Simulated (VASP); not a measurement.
# As (R-3m) in VASP: a series of runs

The runs below take As through single point, with PBEsol.

Everything below comes from runs of VASP 6.6.1. Logs are shortened: lines on timing, memory, paths and dates and some standing lists are left out, and cuts for length are marked.

## 1. The cell of the first run

It takes space group R-3m (No. 166, trigonal). The conventional cell has a = 3.762 Å, b = 3.762 Å, c = 10.542 Å, α = 90.00°, β = 90.00°, γ = 120.00°. Within 3.3 Å of As (site symmetry 3m) lie 6 As at 2.51 to 3.14 Å.

## 2. Single point, PBEsol

File INCAR:

```
ALGO = Normal
EDIFF = 1E-6
ENCUT = 520
GGA = PS
ISIF = 2
ISMEAR = 0
LASPH = T
LCHARG = T
LELF = T
LREAL = F
LVHAR = T
LWAVE = F
NBANDS = 12
NELM = 100
PREC = Accurate
SIGMA = 0.1
```

File KPOINTS:

```
k-points
0
Gamma
  6 6 6
```

File POSCAR:

```
As
1.0
    1.8807968987      1.0858785957      3.5140619945
   -1.8807968987      1.0858785957      3.5140619945
    0.0000000000     -2.1717571915      3.5140619945
As
2
Direct
    0.7740000000      0.7740000000      0.7740000000
    0.2260000000      0.2260000000      0.2260000000
```

Potentials or basis: VASP PAW PBE potentials, release 64 (As).

Run with:

```
$ cat potpaw_PBE.64/As/POTCAR > POTCAR
$ mpirun -np 1 vasp_std > vasp.out
```

OUTCAR:

```text
EDIFF = 1E-6
   ENCUT = 520
   GGA = PS
   ISIF = 2
   ISMEAR = 0
   LASPH = T
   LREAL = F
   NELM = 100
   PREC = Accurate

 ion  position               nearest neighbor table
   1  0.774  0.774  0.774-   2 2.51   2 2.51   2 2.51
   2  0.226  0.226  0.226-   1 2.51   1 2.51   1 2.51

  LATTYP: Found a trigonal (rhomboedric) cell.
 ALAT       =     4.1310000000
 COS(alpha) =     0.5854247172

  Lattice vectors:

 A1 = (   1.8807968987,   1.0858785957,   3.5140619945)
 A2 = (  -1.8807968987,   1.0858785957,   3.5140619945)
 A3 = (   0.0000000000,  -2.1717571915,   3.5140619945)

Analysis of symmetry for initial positions (statically):
=====================================================================
 Subroutine PRICEL returns:
 Original cell was already a primitive cell.

 Routine SETGRP: Setting up the symmetry group for a
 trigonal (rhombohedral) supercell.

 Subroutine GETGRP returns: Found 12 space group operations
 (whereof 12 operations were pure point group operations)
 out of a pool of 12 trial point group operations.

The static configuration has the point symmetry D_3d.

Analysis of symmetry for dynamics (positions and initial velocities):
=====================================================================
 Subroutine PRICEL returns:
 Original cell was already a primitive cell.

 Routine SETGRP: Setting up the symmetry group for a
 trigonal (rhombohedral) supercell.

 Subroutine GETGRP returns: Found 12 space group operations
 (whereof 12 operations were pure point group operations)
 out of a pool of 12 trial point group operations.

The dynamic configuration has the point symmetry D_3d.

 Subroutine INISYM returns: Found 12 space group operations
 (whereof 12 operations are pure point group operations),
 and found     1 'primitive' translations

----------------------------------------------------------------------------------------

                                     Primitive cell

  volume of cell :      43.0610

  direct lattice vectors                    reciprocal lattice vectors
     1.880796899  1.085878596  3.514061995     0.265844760  0.153485544  0.094856987
    -1.880796899  1.085878596  3.514061995    -0.265844760  0.153485544  0.094856987
     0.000000000 -2.171757191  3.514061995     0.000000000 -0.306971087  0.094856987

  length of vectors
     4.131000000  4.131000000  4.131000000     0.321292852  0.321292852  0.321292852

  position of ions in fractional coordinates (direct lattice)
     0.774000000  0.774000000  0.774000000
[... 87 lines left out ...]
   TEBEG  =    0.0;   TEEND  =   0.0 temperature during run
   PSTRESS=    0.0 pullay stress
   NELECT =      10.0000    total number of electrons
   NUPDOWN=      -1.0000    fix difference up-down
   EMIN   =  10.00;   EMAX   =-10.00  energy-range for DOS
   EFERMI =   0.00;   METHOD = LEGACY
   ISMEAR =     0;   SIGMA  =   0.10  broadening in eV -4-tet -1-fermi 0-gaus
   EFERMI_NEDOS =   21; number of points for ismear=-14 and -15
   IALGO  =     38    algorithm
   IMIX   =      4    mixing-type and parameters
     AMIX     =   0.40;   BMIX     =  1.00
     AMIX_MAG =   1.60;   BMIX_MAG =  1.00
  volume/ion in A,a.u.               =      21.53       145.29
  Fermi-wavevector in a.u.,A,eV,Ry     =   1.006268  1.901570 13.776916  1.012575
  Thomas-Fermi vector in A             =   2.138999
   LORBIT       =      0    0 simple, 1 ext, 2 COOP (PROOUT), +10 PAW based schemes
   GGA     = PS    functional components
   LHFCALC =     F    Hartree Fock is set to
   AEXX    =    0.0000 exact exchange contribution
   IVDW    =     0    specifies the selected vdW correction
   LEPSILON=     F    determine dielectric tensor
   LRPA    =     F    only Hartree local field effects (RPA)
 non-spin polarized calculation
 Gauss-broadening in eV      SIGMA  =   0.10
  energy-cutoff  :      520.00
  volume of cell :       43.06
 maximum number of plane-waves:      1170
   NGX = 15   NGY = 15   NGZ = 15

 number of electron      10.0000000 magnetization

 Free energy of the ion-electron system (eV)
  ---------------------------------------------------
  ext. energy  EPLUGINS =         0.00000000
  ---------------------------------------------------
  free energy    TOTEN  =       -10.23889172 eV

  energy without entropy =      -10.23732451  energy(sigma->0) =      -10.23810812

 E-fermi :   5.3436     XC(G=0): -10.1083

 val. band max:        4.9667209511   @ k =   0.5000   0.0000   0.0000
 cond. band min:       5.3435943201   @ k =   0.3333   0.1667   0.1667
 fundamental gap:      0.3768733689
 Fermi energy:         5.3435942151

 k-point     1 :       0.0000    0.0000    0.0000
  band No.  band energies     occupation
      1      -9.7445      2.00000
      2      -0.4556      2.00000
      3       2.8429      2.00000
      4       3.3059      2.00000
      5       3.3059      2.00000
      6       6.9066      0.00000
      7       8.2284      0.00000
      8       8.2284      0.00000
      9      12.1604      0.00000
     10      12.1604      0.00000
     11      12.6619      0.00000
     12      14.0838      0.00000
[... 331 lines left out ...]
 k-point    24 :      -0.3333    0.5000    0.1667
  band No.  band energies     occupation
      1      -6.7455      2.00000
      2      -4.8667      2.00000
      3      -0.7521      2.00000
      4       0.2320      2.00000
      5       3.1447      2.00000
      6       7.5818      0.00000
      7       9.1106      0.00000
      8      11.7796      0.00000
      9      12.0223      0.00000
     10      13.8998      0.00000
     11      17.0365      0.00000
     12      18.0602      0.00000

 [... further k-points ...]

------------------------ aborting loop because EDIFF is reached ----------------------------------------

  FORCE on cell =-STRESS in cart. coord.  units (eV):
  Direction    XX          YY          ZZ          XY          YZ          ZX
  --------------------------------------------------------------------------------------
  -------------------------------------------------------------------------------------
  Total        0.2879778      0.2879778     -0.1136884      0.0000000      0.0000000      0.0000000
  in kB       10.7148414     10.7148414     -4.2300239      0.0000000      0.0000000      0.0000000
  external PRESSURE =       5.7332197 kB  Pullay stress =       0.0000000 kB

 VOLUME and BASIS-vectors are now :
 -----------------------------------------------------------------------------
  energy-cutoff  :      520.00
  volume of cell :       43.06
      direct lattice vectors                 reciprocal lattice vectors
     1.880796899  1.085878596  3.514061995     0.265844760  0.153485544  0.094856987
    -1.880796899  1.085878596  3.514061995    -0.265844760  0.153485544  0.094856987
     0.000000000 -2.171757191  3.514061995     0.000000000 -0.306971087  0.094856987

 POSITION                                       TOTAL-FORCE (eV/Angst)
 -----------------------------------------------------------------------------------
      0.00000     -0.00000      8.15965         0.000000      0.000000     -0.334951
      0.00000     -0.00000      2.38253         0.000000     -0.000000      0.334951
 -----------------------------------------------------------------------------------
    total drift:                               -0.000000     -0.000000      0.000000

  FREE ENERGIE OF THE ION-ELECTRON SYSTEM (eV)
  ---------------------------------------------------
  free  energy   TOTEN  =       -10.2388917185 eV

  energy  without entropy=      -10.2373245123  energy(sigma->0) =      -10.23810812
```

OSZICAR:

```text
N       E                     dE             d eps       ncg     rms          rms(c)
DAV:   1     0.287703685793E+02    0.28770E+02   -0.41913E+03   768   0.692E+02
DAV:   2    -0.856322302789E+01   -0.37334E+02   -0.35697E+02  1000   0.111E+02
DAV:   3    -0.102642993535E+02   -0.17011E+01   -0.16960E+01   960   0.244E+01
DAV:   4    -0.102724954886E+02   -0.81961E-02   -0.81954E-02   888   0.195E+00
DAV:   5    -0.102725154187E+02   -0.19930E-04   -0.19930E-04   948   0.106E-01    0.344E+00
DAV:   6    -0.102509709737E+02    0.21544E-01   -0.54184E-03   872   0.410E-01    0.205E+00
DAV:   7    -0.102388489631E+02    0.12122E-01   -0.12093E-02   876   0.628E-01    0.646E-02
DAV:   8    -0.102388803296E+02   -0.31367E-04   -0.27568E-04   888   0.102E-01    0.198E-02
DAV:   9    -0.102388922090E+02   -0.11879E-04   -0.20170E-05   952   0.273E-02    0.994E-03
DAV:  10    -0.102388917185E+02    0.49045E-06   -0.15541E-06   656   0.685E-03
   1 F= -.10238892E+02 E0= -.10238108E+02  d E =-.156721E-02
```

It took 7.9 s on 1 thread of AMD EPYC 9R45 (Zen 5), shared host; peak memory 0.14 GiB.

Results:

```yaml
Free_energy: -10.2389 eV
Pressure: 0.6 GPa
Largest_force: 0.335 eV/Å
Band_gap_on_the_k_mesh: zero (bands 5 and 6 overlap by 0.38 eV)
```

Forces on the atoms (eV/Å):
```
As   0.000  0.000 -0.335
As   0.000  0.000  0.335
```

Levels at points of the mesh, in eV from the Fermi level:
| k point | band 3 | band 4 | band 5 | band 6 | band 7 | band 8 |
| --- | --- | --- | --- | --- | --- | --- |
| (0.00, 0.00, 0.00) | -2.50 | -2.04 | -2.04 | 1.56 | 2.88 | 2.88 |
| (0.50, 0.00, 0.00) | -2.88 | -2.82 | -0.38 | -0.38 | 0.33 | 1.39 |
| (0.50, 0.50, 0.00) | -6.00 | -4.22 | -4.16 | 1.34 | 5.47 | 6.87 |
| (0.50, 0.50, 0.50) | -1.79 | -1.79 | -0.69 | 0.76 | 0.76 | 1.85 |

Caveat: the PAW data sets were made with another functional, which shifts forces and pressure a little.

## 3. Single point, PBEsol (19.59 Å³/atom)

This run uses another cell than the first one, of 19.59 Å³/atom.

File INCAR:

```
PREC = Accurate ; ENCUT = 520
EDIFF = 1E-6 ; ISMEAR = 0
SIGMA = 0.1 ; LREAL = False
LASPH = True ; NELM = 100
ALGO = Normal ; ISIF = 2
LWAVE = False ; LCHARG = False
GGA = PS ; NBANDS = 12
```

File KPOINTS:

```
Automatic mesh
0
Gamma
  12 12 12
```

File POSCAR:

```
As
1.0
    1.8710624364      1.0802584012      3.2305740806
   -1.8710624364      1.0802584012      3.2305740806
    0.0000000000     -2.1605168026      3.2305740805
As
2
Direct
    0.7669789685      0.7669789685      0.7669789685
    0.2330210315      0.2330210315      0.2330210315
```

Potentials or basis: VASP PAW PBE potentials, release 64 (As).

Run with:

```
$ cat potpaw_PBE.64/As/POTCAR > POTCAR
$ mpirun -np 1 vasp_std > vasp.out
```

OUTCAR:

```text
PREC = Accurate
   ENCUT = 520
   EDIFF = 1E-6
   ISMEAR = 0
   LREAL = False
   LASPH = True
   NELM = 100
   ISIF = 2
   GGA = PS

 ion  position               nearest neighbor table
   1  0.767  0.767  0.767-   2 2.51   2 2.51   2 2.51   2 2.91   2 2.91   2 2.91
   2  0.233  0.233  0.233-   1 2.51   1 2.51   1 2.51   1 2.91   1 2.91   1 2.91

  LATTYP: Found a trigonal (rhomboedric) cell.
 ALAT       =     3.8864433284
 COS(alpha) =     0.5364443519

  Lattice vectors:

 A1 = (   1.8710624364,   1.0802584012,   3.2305740806)
 A2 = (  -1.8710624364,   1.0802584012,   3.2305740806)
 A3 = (   0.0000000000,  -2.1605168026,   3.2305740805)

Analysis of symmetry for initial positions (statically):
=====================================================================
 Subroutine PRICEL returns:
 Original cell was already a primitive cell.

 Routine SETGRP: Setting up the symmetry group for a
 trigonal (rhombohedral) supercell.

 Subroutine GETGRP returns: Found 12 space group operations
 (whereof 12 operations were pure point group operations)
 out of a pool of 12 trial point group operations.

[... 175 lines left out ...]
      4       4.1103      2.00000
      5       4.1103      2.00000
      6       8.8053      0.00000
      7       9.7119      0.00000
      8       9.7119      0.00000
      9      12.4958      0.00000
     10      12.4958      0.00000
     11      12.9490      0.00000
     12      14.7598      0.00000
[... 331 lines left out ...]
 k-point    24 :      -0.4167    0.1667    0.0000
  band No.  band energies     occupation
      1      -6.0256      2.00000
      2      -5.0963      2.00000
      3       1.5490      2.00000
      4       3.5230      2.00000
      5       4.1903      2.00000
      6       7.4570      0.00000
      7       7.9910      0.00000
      8      10.1379      0.00000
      9      14.5500      0.00000
     10      15.2486      0.00000
     11      16.1397      0.00000
     12      19.5138      0.00000

 [... further k-points ...]

------------------------ aborting loop because EDIFF is reached ----------------------------------------

  FORCE on cell =-STRESS in cart. coord.  units (eV):
  Direction    XX          YY          ZZ          XY          YZ          ZX
  --------------------------------------------------------------------------------------
  -------------------------------------------------------------------------------------
  Total        1.0863351      1.0863351      1.0813305      0.0000000      0.0000000      0.0000000
  in kB       44.4250055     44.4250055     44.2203464      0.0000000      0.0000000      0.0000000
  external PRESSURE =      44.3567858 kB  Pullay stress =       0.0000000 kB

 VOLUME and BASIS-vectors are now :
 -----------------------------------------------------------------------------
  energy-cutoff  :      520.00
  volume of cell :       39.18
      direct lattice vectors                 reciprocal lattice vectors
     1.871062436  1.080258401  3.230574081     0.267227854  0.154284074  0.103180836
    -1.871062436  1.080258401  3.230574081    -0.267227854  0.154284074  0.103180836
     0.000000000 -2.160516803  3.230574080     0.000000000 -0.308568147  0.103180836

 POSITION                                       TOTAL-FORCE (eV/Angst)
 -----------------------------------------------------------------------------------
      0.00000     -0.00000      7.43335         0.000000      0.000000     -0.064239
      0.00000     -0.00000      2.25838         0.000000     -0.000000      0.064239
 -----------------------------------------------------------------------------------
    total drift:                                0.000000     -0.000000     -0.000000

  FREE ENERGIE OF THE ION-ELECTRON SYSTEM (eV)
  ---------------------------------------------------
  free  energy   TOTEN  =       -10.1863838106 eV

  energy  without entropy=      -10.1860343912  energy(sigma->0) =      -10.18620910
```

Wall time 32 s (1 thread of AMD EPYC 9R45 (Zen 5), shared host); peak memory 0.19 GiB.

What came out:

```
Free energy            : -10.1864 eV
Pressure               : 4.4 GPa
Largest force          : 0.064 eV/Å
Band gap on the k mesh : zero (bands 5 and 6 overlap by 0.45 eV)
```

Forces on the atoms (eV/Å):
```
As   0.000  0.000 -0.064
As   0.000  0.000  0.064
```

Caveat: the cell stands under pressure; the PAW data sets were made with another functional, which shifts forces and pressure a little.

## 4. Single point, PBEsol (20.21 Å³/atom)

This run uses another cell than the first one, of 20.21 Å³/atom.

File INCAR:

```
ALGO = Normal
EDIFF = 1E-6
ENCUT = 520
GGA = PS
ISIF = 2
ISMEAR = 0
LASPH = True
LCHARG = True
LELF = True
LREAL = False
LVHAR = True
LWAVE = False
NBANDS = 12
NELM = 60
PREC = Accurate
SIGMA = 0.1
```

File KPOINTS:

```
k-points
0
Gamma
  12 12 12
```

File POSCAR:

```
As
1.0
    1.8824599933      1.0868387839      3.2934314957
   -1.8824599933      1.0868387839      3.2934314957
    0.0000000000     -2.1736775678      3.2934314957
As
2
Direct
    0.7684123109      0.7684123109      0.7684123109
    0.2315876891      0.2315876891      0.2315876891
```

Run with:

```
$ cat potpaw_PBE.64/As/POTCAR > POTCAR
$ mpirun -np 1 vasp_std > vasp.out
```

It took 33 s on 1 thread of AMD EPYC 9R45 (Zen 5), shared host; peak memory 0.19 GiB.

It converged, with:

```yaml
Free_energy: -10.2101 eV
Pressure: 2.2 GPa
Largest_force: 0.066 eV/Å
Band_gap_on_the_k_mesh: zero (bands 5 and 6 overlap by 0.41 eV)
```

Forces on the atoms (eV/Å):
```
As   0.000  0.000 -0.066
As   0.000  0.000  0.066
```

Levels at points of the mesh, in eV from the Fermi level:
```tsv
k point	band 3	band 4	band 5	band 6	band 7	band 8
(0.00, 0.00, 0.00)	-2.40	-2.18	-2.18	2.25	3.23	3.23
(0.50, 0.00, 0.00)	-2.58	-2.32	-0.34	-0.32	0.23	0.69
(0.50, 0.50, 0.00)	-6.63	-4.54	-4.50	1.46	5.93	6.78
(0.50, 0.50, 0.50)	-1.78	-1.78	-0.68	0.17	0.17	1.48
```

Caveat: the PAW data sets were made with another functional, which shifts forces and pressure a little.

[end of part 1 of 2]

The gap in the log of VASP goes by the Fermi energy; the results here count the filled bands.